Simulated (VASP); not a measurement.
Set up this calculation in VASP 6.6.1, as the native input.

```
Task                   : single point
Functional             : r2SCAN
Potentials or basis    : VASP PAW PBE potentials, release 64 (Cs_sv)
Cutoff                 : 520 eV
k mesh                 : 6 × 6 × 2
Occupations            : gaussian, width 0.15 eV
Spin                   : no spin polarisation
Dipole correction      : no
Further INCAR settings : ALGO = Normal; EDIFF = 1e-06; NBANDS = 16
```

Cs:

```
Cs
1.0
     5.87617    0.00000    0.00000
    -2.93808    5.08891    0.00000
     0.00000    0.00000    8.30779
Cs
2
Direct
  0.33333 0.66667 0.25000
  0.66667 0.33333 0.75000
```

This isn't the form of Cs at room conditions, which is bcc.

This cell differs from its parent crystal: ratio of the length along z to the lengths across it x 0.85, volume and fractional coordinates fixed.

The input as run:

POSCAR

```
Cs
1.0
    5.8761666815      0.0000000000      0.0000000000
   -2.9380833408      5.0889096231      0.0000000000
    0.0000000000      0.0000000000      8.3077916128
Cs
2
Direct
    0.3333333333      0.6666666667      0.2500000000
    0.6666666667      0.3333333333      0.7500000000
```

INCAR.step1

```
PREC     = Accurate       # precision mode
ENCUT    = 520            # plane-wave cutoff, eV
ISMEAR   = 0              # smearing method
SIGMA    = 0.15           # smearing width, eV
LREAL    = F              # projectors in reciprocal space
LASPH    = T              # aspherical terms in the spheres
NELM     = 80             # most SCF steps
NBANDS   = 16             # bands
GGA      = PE             # functional
ALGO     = Normal         # electronic algorithm
EDIFF    = 1E-4           # SCF threshold, eV
LWAVE    = T              # write WAVECAR
LCHARG   = F              # write CHGCAR
```

INCAR.step2

```
PREC     = Accurate       # precision mode
ENCUT    = 520            # plane-wave cutoff, eV
EDIFF    = 1E-6           # SCF threshold, eV
ISMEAR   = 0              # smearing method
SIGMA    = 0.15           # smearing width, eV
LREAL    = F              # projectors in reciprocal space
LASPH    = T              # aspherical terms in the spheres
NELM     = 80             # most SCF steps
ALGO     = Normal         # electronic algorithm
ISIF     = 2              # what is computed and relaxed
LWAVE    = F              # write WAVECAR
LCHARG   = F              # write CHGCAR
METAGGA  = R2SCAN         # meta-GGA
LMIXTAU  = T            
NBANDS   = 16             # bands
ISTART   = 1
```

KPOINTS

```
regular mesh
0
Gamma
  6 6 2
```

Potentials or basis: VASP PAW PBE potentials, release 64 (Cs_sv).

Command:

```bash
$ cat potpaw_PBE.64/Cs_sv/POTCAR > POTCAR
$ cp INCAR.step1 INCAR
$ mpirun -np 1 vasp_std > vasp.out
$ cp INCAR.step2 INCAR
$ mpirun -np 1 vasp_std > vasp.out
```

It gave:

```yaml
Pressure: 0.0 GPa
Band_gap_on_the_k_mesh: zero (bands 9 and 10 overlap by 1.67 eV)
```

Caveat: the k points lie up to 0.38 Å⁻¹ apart, too coarse for converged energies and pressures of a metal; the PAW data sets were made with another functional, which shifts forces and pressure a little; spin-orbit coupling is left out, which moves the levels of the heavy elements.

It took 2.3 min on 1 thread of Intel(R) Xeon(R) 6975P-C (Granite Rapids), with other jobs on the host, peak memory 0.4 GiB.
